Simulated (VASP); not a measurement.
# InAs in VASP: a series of runs

Aim: see how the results for InAs move with the level of theory and the settings. Levels: r2SCAN, PBEsol. Tasks: single point.

All numbers are computed with VASP 6.6.1; they aren't measurements. Logs are shortened: lines on timing, memory, paths and dates and some standing lists are left out, and cuts for length are marked.

### 1 The cell of the first run

The cell holds layers of an interface, 4 atoms: a = 4.304 Å, b = 4.304 Å, c = 6.082 Å, α = 90.00°, β = 90.00°, γ = 90.00°.

### 2 Single point, r2SCAN

POSCAR

```
InAs
1.0
    3.0436690000      3.0436690000      0.0000000000
   -3.0436690000      3.0436690000      0.0000000000
    0.0000000000      0.0000000000      6.0821620000
In As
2 2
Direct
    0.0000000000      0.0000000000      0.0000000000
    0.5000000000      0.5000000000      0.5000000000
    0.5000000000      0.0000000000      0.2500000000
    0.0000000000      0.5000000000      0.7500000000
```

INCAR.step1

```
SYSTEM = InAs
PREC = Accurate
ENCUT = 440
ISMEAR = -1
SIGMA = 0.05
LREAL = .FALSE.
LASPH = .TRUE.
NELM = 120
NBANDS = 26
GGA = PE
ALGO = Normal
EDIFF = 1E-5
LWAVE = .TRUE.
LCHARG = .FALSE.
GGA_COMPAT = .FALSE.
```

INCAR.step2

```
SYSTEM = InAs
PREC = Accurate
ENCUT = 440
EDIFF = 1E-6
ISMEAR = -1
SIGMA = 0.05
LREAL = .FALSE.
LASPH = .TRUE.
NELM = 120
ALGO = Normal
ISIF = 2
LWAVE = .FALSE.
LCHARG = .FALSE.
METAGGA = R2SCAN
LMIXTAU = .TRUE.
NBANDS = 26
ISTART = 1
GGA_COMPAT = .FALSE.
```

KPOINTS

```
regular mesh
0
G
  4 4 2
  0 0 0
```

Potentials or basis: VASP PAW PBE potentials, release 64 (In_d, As).

The run is started by

```sh
> cat potpaw_PBE.64/In_d/POTCAR potpaw_PBE.64/As/POTCAR > POTCAR
> cp INCAR.step1 INCAR
> mpirun -np 1 vasp_std > vasp.out
> cp INCAR.step2 INCAR
> mpirun -np 1 vasp_std > vasp.out
```

OUTCAR:

```text
SYSTEM = InAs
   PREC = Accurate
   ENCUT = 440
   EDIFF = 1E-6
   ISMEAR = -1
   LREAL = .FALSE.
   LASPH = .TRUE.
   NELM = 120
   ISIF = 2
   METAGGA = R2SCAN
   ISTART = 1

 ion  position               nearest neighbor table
   1  0.000  0.000  0.000-   3 2.64   4 2.64   4 2.64   3 2.64
   2  0.500  0.500  0.500-   3 2.64   4 2.64   3 2.64   4 2.64
   3  0.500  0.000  0.250-   1 2.64   2 2.64   2 2.64   1 2.64
   4  0.000  0.500  0.750-   1 2.64   2 2.64   1 2.64   2 2.64

  LATTYP: Found a simple tetragonal cell.
 ALAT       =     4.3043979792
 C/A-ratio  =     1.4130110713

  Lattice vectors:

 A1 = (   3.0436690000,   3.0436690000,   0.0000000000)
 A2 = (  -3.0436690000,   3.0436690000,   0.0000000000)
 A3 = (   0.0000000000,   0.0000000000,   6.0821620000)

Analysis of symmetry for initial positions (statically):
=====================================================================
 Subroutine PRICEL returns following result:

  LATTYP: Found a body centered tetragonal cell.
 ALAT       =     4.3043979792
 C/A-ratio  =     1.4130110713

  Lattice vectors:

 A1 = (   0.0000000000,  -3.0436690000,  -3.0410810000)
 A2 = (   0.0000000000,   3.0436690000,  -3.0410810000)
 A3 = (   3.0436690000,   0.0000000000,   3.0410810000)

   2 primitive cells build up your supercell.

 Routine SETGRP: Setting up the symmetry group for a
 simple tetragonal supercell.

 Subroutine GETGRP returns: Found  8 space group operations
 (whereof  8 operations were pure point group operations)
 out of a pool of 16 trial point group operations.

The static configuration has the point symmetry D_2d.

Analysis of symmetry for dynamics (positions and initial velocities):
=====================================================================
 Subroutine PRICEL returns following result:

  LATTYP: Found a body centered tetragonal cell.
 ALAT       =     4.3043979792
 C/A-ratio  =     1.4130110713

  Lattice vectors:

 A1 = (   0.0000000000,  -3.0436690000,  -3.0410810000)
 A2 = (   0.0000000000,   3.0436690000,  -3.0410810000)
 A3 = (   3.0436690000,   0.0000000000,   3.0410810000)

   2 primitive cells build up your supercell.

 Routine SETGRP: Setting up the symmetry group for a
 simple tetragonal supercell.

 Subroutine GETGRP returns: Found  8 space group operations
 (whereof  8 operations were pure point group operations)
 out of a pool of 16 trial point group operations.

The dynamic configuration has the point symmetry D_2d.

 Subroutine INISYM returns: Found  8 space group operations
 (whereof  8 operations are pure point group operations),
 and found     2 'primitive' translations

----------------------------------------------------------------------------------------

                                     Primitive cell

  volume of cell :      56.3447

  direct lattice vectors                    reciprocal lattice vectors
     0.000000000 -3.043669000 -3.041081000     0.164275419 -0.164275419 -0.164415219
     0.000000000  3.043669000 -3.041081000     0.164275419  0.164275419 -0.164415219
     3.043669000  0.000000000  3.041081000     0.328550838  0.000000000  0.000000000

  length of vectors
     4.302568376  4.302568376  4.302568376     0.284614109  0.284614109  0.328550838

  position of ions in fractional coordinates (direct lattice)
     0.000000000  0.000000000  0.000000000
     0.750000000  0.250000000  0.500000000

  ion indices of the primitive-cell ions
   primitive index   ion index
                 1           1
                 2           3

----------------------------------------------------------------------------------------

 KPOINTS: regular mesh

Automatic generation of k-mesh.
 Grid dimensions read from file:
 generate k-points for:    4    4    2

 Generating k-lattice:

  Cartesian coordinates                     Fractional coordinates (reciprocal lattice)
     0.041068855  0.041068855  0.000000000     0.250000000  0.000000000  0.000000000
    -0.041068855  0.041068855  0.000000000     0.000000000  0.250000000  0.000000000
     0.000000000  0.000000000  0.082207610     0.000000000  0.000000000  0.500000000

  Length of vectors
     0.058080131  0.058080131  0.082207610

  Shift w.r.t. Gamma in fractional coordinates (k-lattice)
     0.000000000  0.000000000  0.000000000

 Subroutine IBZKPT returns following result:
 ===========================================

 Found     12 irreducible k-points:

 Following reciprocal coordinates:
            Coordinates               Weight
  0.000000  0.000000  0.000000      1.000000
  0.250000  0.000000  0.000000      4.000000
  0.500000  0.000000  0.000000      2.000000
  0.250000  0.250000  0.000000      4.000000
  0.500000  0.250000  0.000000      4.000000
  0.500000  0.500000  0.000000      1.000000
  0.000000  0.000000  0.500000      1.000000
  0.250000  0.000000  0.500000      4.000000
  0.500000  0.000000  0.500000      2.000000
  0.250000  0.250000  0.500000      4.000000
  0.500000  0.250000  0.500000      4.000000
  0.500000  0.500000  0.500000      1.000000
   k-points           NKPTS =     12   k-points in BZ     NKDIM =     12   number of bands    NBANDS=     26
   number of dos      NEDOS =    301   number of ions     NIONS =      4
   total plane-waves  NPLWV =  37800
   dimension x,y,z NGX =    30 NGY =   30 NGZ =   42
   dimension x,y,z NGXF=    60 NGYF=   60 NGZF=   84
   ions per type =               2   2
   NGX,Y,Z   is equivalent  to a cutoff of  11.59, 11.59, 11.48 a.u.
   NGXF,Y,Z  is equivalent  to a cutoff of  23.17, 23.17, 22.96 a.u.
 SYSTEM =  InAs
   PREC   = accura    normal or accurate (medium, high low for compatibility)
   ISTART =      1    job   : 0-new  1-cont  2-samecut
   ICHARG =      0    charge: 1-file 2-atom 10-const
   ISPIN  =      1    spin polarized calculation?
   LNONCOLLINEAR =      F non collinear calculations
   LSORBIT =      F    spin-orbit coupling
   LASPH  =      T    aspherical Exc in radial PAW
   ENCUT  =  440.0 eV  32.34 Ry    5.69 a.u.   7.36  7.36 10.40*2*pi/ulx,y,z
   NELM   =    120;   NELMIN=  2; NELMDL=  0     # of ELM steps
   EDIFF  = 0.1E-05   stopping-criterion for ELM
   LREAL  =      F    real-space projection
   EDIFFG = 0.1E-04   stopping-criterion for IOM
   NSW    =      0    number of steps for IOM
   IBRION =     -1    ionic relax: 0-MD 1-quasi-New 2-CG
   NFREE  =      0    steps in history (QN), initial steepest desc. (CG)
   ISIF   =      2    stress and relaxation
   ISYM   =      2    0-nonsym 1-usesym 2-fastsym
   POTIM  = 0.5000    time-step for ionic-motion
   TEBEG  =    0.0;   TEEND  =   0.0 temperature during run
   PSTRESS=    0.0 pullay stress
   NELECT =      36.0000    total number of electrons
   NUPDOWN=      -1.0000    fix difference up-down
   EMIN   =  10.00;   EMAX   =-10.00  energy-range for DOS
   EFERMI =   0.00;   METHOD = LEGACY
   ISMEAR =    -1;   SIGMA  =   0.05  broadening in eV -4-tet -1-fermi 0-gaus
   EFERMI_NEDOS =   21; number of points for ismear=-14 and -15
   IALGO  =     38    algorithm
   IMIX   =      4    mixing-type and parameters
     AMIX     =   0.40;   BMIX     =  1.00
     AMIX_MAG =   1.60;   BMIX_MAG =  1.00
  volume/ion in A,a.u.               =      28.17       190.12
  Fermi-wavevector in a.u.,A,eV,Ry     =   1.119132  2.114853 17.040710  1.252457
  Thomas-Fermi vector in A             =   2.255769
   LORBIT       =      0    0 simple, 1 ext, 2 COOP (PROOUT), +10 PAW based schemes
   METAGGA = R2SCAN    functional components
   LHFCALC =     F    Hartree Fock is set to
   AEXX    =    0.0000 exact exchange contribution
   IVDW    =     0    specifies the selected vdW correction
   LEPSILON=     F    determine dielectric tensor
   LRPA    =     F    only Hartree local field effects (RPA)
 non-spin polarized calculation
  energy-cutoff  :      440.00
  volume of cell :      112.69
 maximum number of plane-waves:      2405
 NGX is ok and might be reduce to    30
   NGX = 15   NGY = 15   NGZ = 21

 number of electron      36.0000010 magnetization

 Free energy of the ion-electron system (eV)
  ---------------------------------------------------
  ext. energy  EPLUGINS =         0.00000000
  ---------------------------------------------------
  free energy    TOTEN  =       -76.01419286 eV

  energy without entropy =      -76.00887192  energy(sigma->0) =      -76.01153239

 E-fermi :   4.1983     XC(G=0):  -9.5646

 val. band max:        4.0954189841   @ k =   0.0000   0.0000   0.0000
 cond. band min:       4.2331173026   @ k =   0.0000   0.0000   0.0000
 fundamental gap:      0.1376983185
 Fermi energy:         4.1982830844

 k-point     1 :       0.0000    0.0000    0.0000
  band No.  band energies     occupation
      1     -10.9196      2.00000
      2     -10.7375      2.00000
      3     -10.7375      2.00000
      4     -10.7342      2.00000
      5     -10.6552      2.00000
      6     -10.6552      2.00000
[... 18 lines left out ...]
     25      12.0781      0.00000
     26      13.8119      0.00000

 k-point     2 :       0.2500    0.0000    0.0000
  band No.  band energies     occupation
      1     -10.8997      2.00000
      2     -10.7875      2.00000
      3     -10.7249      2.00000
      4     -10.7158      2.00000
      5     -10.6760      2.00000
      6     -10.6666      2.00000
[... 18 lines left out ...]
     25      11.8690      0.00000
     26      11.9380      0.00000

 k-point     3 :       0.5000    0.0000    0.0000
  band No.  band energies     occupation
      1     -10.8591      2.00000
      2     -10.8591      2.00000
      3     -10.6955      2.00000
      4     -10.6955      2.00000
      5     -10.6953      2.00000
      6     -10.6953      2.00000
[... 18 lines left out ...]
     25       9.9342      0.00000
     26       9.9342      0.00000

 k-point     4 :       0.2500    0.2500    0.0000
  band No.  band energies     occupation
      1     -10.8983      2.00000
      2     -10.8399      2.00000
      3     -10.6971      2.00000
      4     -10.6940      2.00000
      5     -10.6842      2.00000
      6     -10.6605      2.00000
[... 18 lines left out ...]
     25      10.7494      0.00000
     26      10.7563      0.00000

 k-point     5 :       0.5000    0.2500    0.0000
  band No.  band energies     occupation
      1     -10.8920      2.00000
      2     -10.8920      2.00000
      3     -10.6776      2.00000
      4     -10.6776      2.00000
      5     -10.6701      2.00000
      6     -10.6701      2.00000
[... 18 lines left out ...]
     25      12.5922      0.00000
     26      12.5922      0.00000

 k-point     6 :       0.5000    0.5000    0.0000
  band No.  band energies     occupation
      1     -10.9222      2.00000
      2     -10.9222      2.00000
      3     -10.6551      2.00000
      4     -10.6551      2.00000
      5     -10.6521      2.00000
      6     -10.6521      2.00000
[... 18 lines left out ...]
     25      13.8973      0.00000
     26      13.8994      0.00000

 k-point     7 :       0.0000    0.0000    0.5000
  band No.  band energies     occupation
      1     -10.8370      2.00000
      2     -10.8370      2.00000
      3     -10.6972      2.00000
      4     -10.6972      2.00000
      5     -10.6972      2.00000
      6     -10.6972      2.00000
[... 18 lines left out ...]
     25      10.7498      0.00000
     26      10.7498      0.00000

 k-point     8 :       0.2500    0.0000    0.5000
  band No.  band energies     occupation
      1     -10.8442      2.00000
      2     -10.8442      2.00000
      3     -10.7043      2.00000
      4     -10.7043      2.00000
      5     -10.7005      2.00000
      6     -10.7005      2.00000
[... 18 lines left out ...]
     25      10.1567      0.00000
     26      10.1567      0.00000

 k-point     9 :       0.5000    0.0000    0.5000
  band No.  band energies     occupation
      1     -10.8610      2.00000
      2     -10.8610      2.00000
      3     -10.7040      2.00000
      4     -10.7040      2.00000
      5     -10.7024      2.00000
      6     -10.7024      2.00000
[... 18 lines left out ...]
     25      11.3455      0.00000
     26      11.3455      0.00000

 k-point    10 :       0.2500    0.2500    0.5000
  band No.  band energies     occupation
      1     -10.8592      2.00000
      2     -10.8592      2.00000
      3     -10.6969      2.00000
      4     -10.6969      2.00000
      5     -10.6935      2.00000
      6     -10.6935      2.00000
[... 18 lines left out ...]
     25       9.9372      0.00000
     26       9.9372      0.00000

 k-point    11 :       0.5000    0.2500    0.5000
  band No.  band energies     occupation
      1     -10.8793      2.00000
      2     -10.8793      2.00000
      3     -10.6947      2.00000
      4     -10.6947      2.00000
      5     -10.6798      2.00000
      6     -10.6798      2.00000
[... 18 lines left out ...]
     25      11.5785      0.00000
     26      11.5785      0.00000

 k-point    12 :       0.5000    0.5000    0.5000
  band No.  band energies     occupation
      1     -10.8996      2.00000
      2     -10.8996      2.00000
      3     -10.6856      2.00000
      4     -10.6856      2.00000
      5     -10.6574      2.00000
      6     -10.6574      2.00000
[... 18 lines left out ...]
     25      10.5764      0.00000
     26      10.5764      0.00000

------------------------ aborting loop because EDIFF is reached ----------------------------------------

  FORCE on cell =-STRESS in cart. coord.  units (eV):
  Direction    XX          YY          ZZ          XY          YZ          ZX
  --------------------------------------------------------------------------------------
  -------------------------------------------------------------------------------------
  Total        0.7161666      0.7161666      0.2903304      0.0000000      0.0000000      0.0000000
  in kB       10.1822050     10.1822050      4.1278151      0.0000000      0.0000000      0.0000000
  external PRESSURE =       8.1640750 kB  Pullay stress =       0.0000000 kB

 VOLUME and BASIS-vectors are now :
 -----------------------------------------------------------------------------
  energy-cutoff  :      440.00
  volume of cell :      112.69
      direct lattice vectors                 reciprocal lattice vectors
     3.043669000  3.043669000  0.000000000     0.164275419  0.164275419  0.000000000
    -3.043669000  3.043669000  0.000000000    -0.164275419  0.164275419  0.000000000
     0.000000000  0.000000000  6.082162000     0.000000000  0.000000000  0.164415219

 POSITION                                       TOTAL-FORCE (eV/Angst)
 -----------------------------------------------------------------------------------
      0.00000      0.00000      0.00000        -0.000000     -0.000000     -0.000000
      0.00000      3.04367      3.04108         0.000000      0.000000      0.000000
      1.52183      1.52183      1.52054         0.000000      0.000000     -0.000000
     -1.52183      1.52183      4.56162         0.000000      0.000000     -0.000000
 -----------------------------------------------------------------------------------
    total drift:                               -0.000000      0.000000      0.000000

  FREE ENERGIE OF THE ION-ELECTRON SYSTEM (eV)
  ---------------------------------------------------
  free  energy   TOTEN  =       -76.0141928602 eV

  energy  without entropy=      -76.0088719188  energy(sigma->0) =      -76.01153239
```

Run time: 3.9 min. Hardware: 1 thread of Intel Xeon 8259CL, shared host; peak memory 0.2 GiB.

What came out:

* Free energy: -76.0142 eV
* Pressure: 0.8 GPa
* Band gap on the k mesh: 0.14 eV

Stress tensor (GPa, compression positive):
```
1.02 0.00 0.00
0.00 1.02 0.00
0.00 0.00 0.41
```

Caveat: the k points lie up to 0.52 Å⁻¹ apart; the PAW data sets were made with another functional, which shifts forces and pressure a little; spin-orbit coupling is left out, which moves the levels of the heavy elements.

[end of part 1 of 2]
